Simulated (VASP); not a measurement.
Pb, 1 atom in the cell. Symmetry: Fm-3m, No. 225, cubic system. Conventional cell: a = 4.886 Å, b = 4.886 Å, c = 4.886 Å, α = 90.00°, β = 90.00°, γ = 90.00°. Pb (site symmetry m-3m) has 12 Pb at 3.45 Å within 4.5 Å.  This cell differs from its parent crystal: volume scaled by 0.91.

```yaml
Program: VASP 6.6.1
Task: single point
Functional: PBE
Potentials_or_basis: VASP PAW PBE potentials, release 64 (Pb_d)
Cutoff: 520 eV
k_mesh: 14 × 14 × 14
Occupations: gaussian, width 0.1 eV
Spin: no spin polarisation
Dipole_correction: no
Further_INCAR_settings: ALGO = Fast; EDIFF = 1e-07; NBANDS = 13
```

Potentials or basis: VASP PAW PBE potentials, release 64 (Pb_d).

Launch:

```sh
$ cat potpaw_PBE.64/Pb_d/POTCAR > POTCAR
$ mpirun -np 1 vasp_std > vasp.out
```

Hardware: 1 thread of AMD EPYC 9R45 (Zen 5), with other jobs on the host.

Question: Estimate the wall time of this run.

Answer: Run time: 51 s on 1 thread of AMD EPYC 9R45 (Zen 5), on a shared host, peak memory 0.14 GiB. Counts: scf iterations 16, k points 104.
